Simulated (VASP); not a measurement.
# Ge (R-3m) in VASP: further runs

The runs below take Ge through single point, with r2SCAN.

All numbers are computed with VASP 6.6.1; they aren't measurements. Logs are shortened: lines on timing, memory, paths and dates and some standing lists are left out, and cuts for length are marked.

### Step 1. The cell of the first run

It takes space group R-3m (No. 166, trigonal). Conventional cell: a = 3.326 Å, b = 3.326 Å, c = 5.785 Å, α = 90.00°, β = 90.00°, γ = 120.00°. Within 3.6 Å of Ge (site symmetry -3m) lie 12 Ge at 2.72 to 3.33 Å.

### Step 2. Single point, r2SCAN

POSCAR

```
Ge
1.0
   -0.4547444390      1.8973819696      1.8973819696
    1.8973819696     -0.4547444390      1.8973819696
    1.8973819696      1.8973819696     -0.4547444390
Ge
1
Direct
    0.0000000000      0.0000000000      0.0000000000
```

INCAR.step1

```
PREC = Accurate
ENCUT = 520
ISMEAR = 0
SIGMA = 0.15
LREAL = False
LASPH = True
NELM = 100
NBANDS = 13
GGA = PE
ALGO = Normal
EDIFF = 1E-4
LWAVE = True
LCHARG = False
```

INCAR.step2

```
PREC = Accurate
ENCUT = 520
EDIFF = 1E-6
ISMEAR = 0
SIGMA = 0.15
LREAL = False
LASPH = True
NELM = 100
ALGO = Normal
ISIF = 2
LWAVE = False
LCHARG = False
METAGGA = R2SCAN
LMIXTAU = True
NBANDS = 13
ISTART = 1
```

KPOINTS

```
regular mesh
0
Gamma
  22 22 22
```

Potentials or basis: VASP PAW PBE potentials, release 64 (Ge_d).

Run with:

```
$ cat potpaw_PBE.64/Ge_d/POTCAR > POTCAR
$ cp INCAR.step1 INCAR
$ mpirun -np 1 vasp_std > vasp.out
$ cp INCAR.step2 INCAR
$ mpirun -np 1 vasp_std > vasp.out
```

OUTCAR:

```text
PREC = Accurate
   ENCUT = 520
   EDIFF = 1E-6
   ISMEAR = 0
   LREAL = False
   LASPH = True
   NELM = 100
   ISIF = 2
   METAGGA = R2SCAN
   ISTART = 1

 ion  position               nearest neighbor table
   1  0.000  0.000  0.000-

  LATTYP: Found a trigonal (rhomboedric) cell.
 ALAT       =     2.7215637384
 COS(alpha) =     0.2530624440

  Lattice vectors:

 A1 = (  -0.4547444390,   1.8973819696,   1.8973819696)
 A2 = (   1.8973819696,  -0.4547444390,   1.8973819696)
 A3 = (   1.8973819696,   1.8973819696,  -0.4547444390)

Analysis of symmetry for initial positions (statically):
=====================================================================
 Subroutine PRICEL returns:
 Original cell was already a primitive cell.

 Routine SETGRP: Setting up the symmetry group for a
 trigonal (rhombohedral) supercell.

 Subroutine GETGRP returns: Found 12 space group operations
 (whereof 12 operations were pure point group operations)
 out of a pool of 12 trial point group operations.

The static configuration has the point symmetry D_3d.

Analysis of symmetry for dynamics (positions and initial velocities):
=====================================================================
 Subroutine PRICEL returns:
 Original cell was already a primitive cell.

 Routine SETGRP: Setting up the symmetry group for a
 trigonal (rhombohedral) supercell.

 Subroutine GETGRP returns: Found 12 space group operations
 (whereof 12 operations were pure point group operations)
 out of a pool of 12 trial point group operations.

The dynamic configuration has the point symmetry D_3d.

 Subroutine INISYM returns: Found 12 space group operations
 (whereof 12 operations are pure point group operations),
 and found     1 'primitive' translations

----------------------------------------------------------------------------------------

                                     Primitive cell

  volume of cell :      18.4787

  direct lattice vectors                    reciprocal lattice vectors
    -0.454744439  1.897381970  1.897381970    -0.183631662  0.241515556  0.241515556
     1.897381970 -0.454744439  1.897381970     0.241515556 -0.183631662  0.241515556
     1.897381970  1.897381970 -0.454744439     0.241515556  0.241515556 -0.183631662

  length of vectors
     2.721563738  2.721563738  2.721563738     0.387788751  0.387788751  0.387788751

  position of ions in fractional coordinates (direct lattice)
     0.000000000  0.000000000  0.000000000

  ion indices of the primitive-cell ions
   primitive index   ion index
                 1           1

----------------------------------------------------------------------------------------

 KPOINTS: regular mesh

Automatic generation of k-mesh.
 Grid dimensions read from file:
 generate k-points for:   22   22   22

 Generating k-lattice:

  Cartesian coordinates                     Fractional coordinates (reciprocal lattice)
    -0.008346894  0.010977980  0.010977980     0.045454545  0.000000000  0.000000000
     0.010977980 -0.008346894  0.010977980     0.000000000  0.045454545  0.000000000
     0.010977980  0.010977980 -0.008346894     0.000000000  0.000000000  0.045454545

  Length of vectors
     0.017626761  0.017626761  0.017626761

  Shift w.r.t. Gamma in fractional coordinates (k-lattice)
     0.000000000  0.000000000  0.000000000

 Subroutine IBZKPT returns following result:
 ===========================================

 Found   1024 irreducible k-points:

 Following reciprocal coordinates:
            Coordinates               Weight
  0.000000  0.000000  0.000000      1.000000
  0.045455  0.000000  0.000000      6.000000
  0.090909  0.000000  0.000000      6.000000
  0.136364 -0.000000 -0.000000      6.000000
  0.181818 -0.000000 -0.000000      6.000000
  0.227273  0.000000  0.000000      6.000000
[... 16 lines left out ...]
  0.500000  0.045455 -0.000000     12.000000
 -0.454545  0.045455  0.000000     12.000000
 [... further k-points ...]
   k-points           NKPTS =   1024   k-points in BZ     NKDIM =   1024   number of bands    NBANDS=     13
   number of dos      NEDOS =    301   number of ions     NIONS =      1
   total plane-waves  NPLWV =   8000
   dimension x,y,z NGX =    20 NGY =   20 NGZ =   20
   dimension x,y,z NGXF=    40 NGYF=   40 NGZF=   40
   ions per type =               1
   NGX,Y,Z   is equivalent  to a cutoff of  12.22, 12.22, 12.22 a.u.
   NGXF,Y,Z  is equivalent  to a cutoff of  24.43, 24.43, 24.43 a.u.
 SYSTEM =  unknown system
   PREC   = accura    normal or accurate (medium, high low for compatibility)
   ISTART =      1    job   : 0-new  1-cont  2-samecut
   ICHARG =      0    charge: 1-file 2-atom 10-const
   ISPIN  =      1    spin polarized calculation?
   LNONCOLLINEAR =      F non collinear calculations
   LSORBIT =      F    spin-orbit coupling
   LASPH  =      T    aspherical Exc in radial PAW
   ENCUT  =  520.0 eV  38.22 Ry    6.18 a.u.   5.06  5.06  5.06*2*pi/ulx,y,z
   NELM   =    100;   NELMIN=  2; NELMDL=  0     # of ELM steps
   EDIFF  = 0.1E-05   stopping-criterion for ELM
   LREAL  =      F    real-space projection
   EDIFFG = 0.1E-04   stopping-criterion for IOM
   NSW    =      0    number of steps for IOM
   IBRION =     -1    ionic relax: 0-MD 1-quasi-New 2-CG
   NFREE  =      0    steps in history (QN), initial steepest desc. (CG)
   ISIF   =      2    stress and relaxation
   ISYM   =      2    0-nonsym 1-usesym 2-fastsym
   POTIM  = 0.5000    time-step for ionic-motion
   TEBEG  =    0.0;   TEEND  =   0.0 temperature during run
   PSTRESS=    0.0 pullay stress
   NELECT =      14.0000    total number of electrons
   NUPDOWN=      -1.0000    fix difference up-down
   EMIN   =  10.00;   EMAX   =-10.00  energy-range for DOS
   EFERMI =   0.00;   METHOD = LEGACY
   ISMEAR =     0;   SIGMA  =   0.15  broadening in eV -4-tet -1-fermi 0-gaus
   EFERMI_NEDOS =   21; number of points for ismear=-14 and -15
   IALGO  =     38    algorithm
   IMIX   =      4    mixing-type and parameters
     AMIX     =   0.40;   BMIX     =  1.00
     AMIX_MAG =   1.60;   BMIX_MAG =  1.00
  volume/ion in A,a.u.               =      18.48       124.70
  Fermi-wavevector in a.u.,A,eV,Ry     =   1.492430  2.820284 30.304914  2.227348
  Thomas-Fermi vector in A             =   2.604959
   LORBIT       =      0    0 simple, 1 ext, 2 COOP (PROOUT), +10 PAW based schemes
   METAGGA = R2SCAN    functional components
   LHFCALC =     F    Hartree Fock is set to
   AEXX    =    0.0000 exact exchange contribution
   IVDW    =     0    specifies the selected vdW correction
   LEPSILON=     F    determine dielectric tensor
   LRPA    =     F    only Hartree local field effects (RPA)
 non-spin polarized calculation
 Gauss-broadening in eV      SIGMA  =   0.15
  energy-cutoff  :      520.00
  volume of cell :       18.48
 maximum number of plane-waves:       517
   NGX = 11   NGY = 11   NGZ = 11

 number of electron      14.0000017 magnetization

 Free energy of the ion-electron system (eV)
  ---------------------------------------------------
  ext. energy  EPLUGINS =         0.00000000
  ---------------------------------------------------
  free energy    TOTEN  =       -13.30901811 eV

  energy without entropy =      -13.30325927  energy(sigma->0) =      -13.30613869

 E-fermi :   6.8596     XC(G=0): -12.4419

 val. band max:        6.8529295606   @ k =   0.4545   0.4545   0.1364
 cond. band min:       6.8620444391   @ k =  -0.2273   0.2273   0.0000
 fundamental gap:      0.0091148785
 Fermi energy:         6.8596376266

 k-point     1 :       0.0000    0.0000    0.0000
  band No.  band energies     occupation
      1     -18.7444      2.00000
      2     -18.7444      2.00000
      3     -18.5388      2.00000
      4     -18.5388      2.00000
      5     -18.5233      2.00000
      6      -7.2733      2.00000
      7      14.3019      0.00000
      8      14.3019      0.00000
      9      16.2924      0.00000
     10      18.5807      0.00000
     11      18.5807      0.00000
     12      21.9139      0.00000
     13      30.2448      0.00000

 k-point     2 :       0.0455    0.0000    0.0000
  band No.  band energies     occupation
      1     -18.7441      2.00000
      2     -18.7411      2.00000
      3     -18.5398      2.00000
      4     -18.5389      2.00000
      5     -18.5238      2.00000
      6      -7.2253      2.00000
      7      13.7626      0.00000
      8      14.3040      0.00000
      9      15.9495      0.00000
     10      18.6575      0.00000
     11      19.3556      0.00000
     12      22.1583      0.00000
     13      29.7070      0.00000

 k-point     3 :       0.0909    0.0000    0.0000
  band No.  band energies     occupation
      1     -18.7433      2.00000
      2     -18.7316      2.00000
      3     -18.5427      2.00000
      4     -18.5393      2.00000
      5     -18.5250      2.00000
      6      -7.0815      2.00000
      7      12.3902      0.00000
      8      14.3141      0.00000
      9      15.7229      0.00000
     10      18.8801      0.00000
     11      20.4820      0.00000
     12      23.0152      0.00000
     13      28.5122      0.00000
[... 305 lines left out ...]
 k-point    23 :       0.5000    0.0455   -0.0000
  band No.  band energies     occupation
      1     -18.7344      2.00000
      2     -18.6440      2.00000
      3     -18.5812      2.00000
      4     -18.5377      2.00000
      5     -18.4936      2.00000
      6      -2.5865      2.00000
      7       0.5546      2.00000
      8      15.0007      0.00000
      9      16.0285      0.00000
     10      19.8969      0.00000
     11      21.9619      0.00000
     12      26.3094      0.00000
     13      27.1759      0.00000

 k-point    24 :      -0.4545    0.0455    0.0000
  band No.  band energies     occupation
      1     -18.7344      2.00000
      2     -18.6441      2.00000
      3     -18.5800      2.00000
      4     -18.5379      2.00000
      5     -18.4961      2.00000
      6      -2.7800      2.00000
      7       0.8099      2.00000
      8      14.6817      0.00000
      9      16.0741      0.00000
     10      19.9942      0.00000
     11      22.2284      0.00000
     12      26.4158      0.00000
     13      27.4511      0.00000

 [... further k-points ...]

------------------------ aborting loop because EDIFF is reached ----------------------------------------

  FORCE on cell =-STRESS in cart. coord.  units (eV):
  Direction    XX          YY          ZZ          XY          YZ          ZX
  --------------------------------------------------------------------------------------
  -------------------------------------------------------------------------------------
  Total        0.4166954      0.4166954      0.4166954     -0.3460965     -0.3460965     -0.3460965
  in kB       36.1292489     36.1292489     36.1292489    -30.0080318    -30.0080318    -30.0080318
  external PRESSURE =      36.1292489 kB  Pullay stress =       0.0000000 kB

 VOLUME and BASIS-vectors are now :
 -----------------------------------------------------------------------------
  energy-cutoff  :      520.00
  volume of cell :       18.48
      direct lattice vectors                 reciprocal lattice vectors
    -0.454744439  1.897381970  1.897381970    -0.183631662  0.241515556  0.241515556
     1.897381970 -0.454744439  1.897381970     0.241515556 -0.183631662  0.241515556
     1.897381970  1.897381970 -0.454744439     0.241515556  0.241515556 -0.183631662

 POSITION                                       TOTAL-FORCE (eV/Angst)
 -----------------------------------------------------------------------------------
      0.00000      0.00000      0.00000        -0.000000      0.000000      0.000000
 -----------------------------------------------------------------------------------
    total drift:                                0.000000      0.000000      0.000000

  FREE ENERGIE OF THE ION-ELECTRON SYSTEM (eV)
  ---------------------------------------------------
  free  energy   TOTEN  =       -13.3090181056 eV

  energy  without entropy=      -13.3032592689  energy(sigma->0) =      -13.30613869
```

It took 6.2 min on 1 thread of Intel Xeon Platinum 8375C at 2.90GHz (Ice Lake), shared host; peak memory 0.32 GiB.

What came out:

```
Free energy            : -13.3090 eV
Pressure               : 3.6 GPa
Band gap on the k mesh : zero (band 7 reaches 14.30 eV, above the bottom of band 8 at 4.78 eV)
```

Stress tensor (GPa, compression positive):
```
 3.61 -3.00 -3.00
-3.00  3.61 -3.00
-3.00 -3.00  3.61
```

Caveat: the PAW data sets were made with another functional, which shifts forces and pressure a little.

[end of part 1 of 2]
